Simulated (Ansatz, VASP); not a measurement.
**Two plane-wave programs on Zn**

```
Zn
1.0
    -1.46887    1.53007    1.49947
     1.46887   -1.53007    1.49947
     1.46887    1.53007   -1.49947
Zn
1
Cartesian
  0.0000 0.0000 0.0000
```

Change from the starting cell: normal strain along x -0.0400, normal strain along z -0.0200.

Alike in both runs: task single point; functional PBEsol; k mesh 20 × 20 × 20; occupations gaussian, width 0.15 eV; no spin polarisation.

|  | VASP | Ansatz |
| --- | --- | --- |
| version | VASP 6.6.1 | Ansatz 0.2.0 |
| potentials or method | VASP PAW PBE potentials, release 64 (Zn), cutoff 520 eV | scalar-relativistic, plane waves, PAW |
| valence electrons in the cell | 12 | 12 |

```csv
,VASP,Ansatz,Ansatz less VASP
gap on the k mesh at the Fermi level (eV),none,none,-
pressure (GPa),6.3,5.7,-0.59
"traceless stress, the component that is largest in VASP (GPa)",0.94,0.96,+0.021
```

VASP's potentials were made for PBE, not for PBEsol. A gap of «none» marks a metal or a gap that the smearing closes. The functional is the same, so the differences come from potentials, cutoffs and numerics.
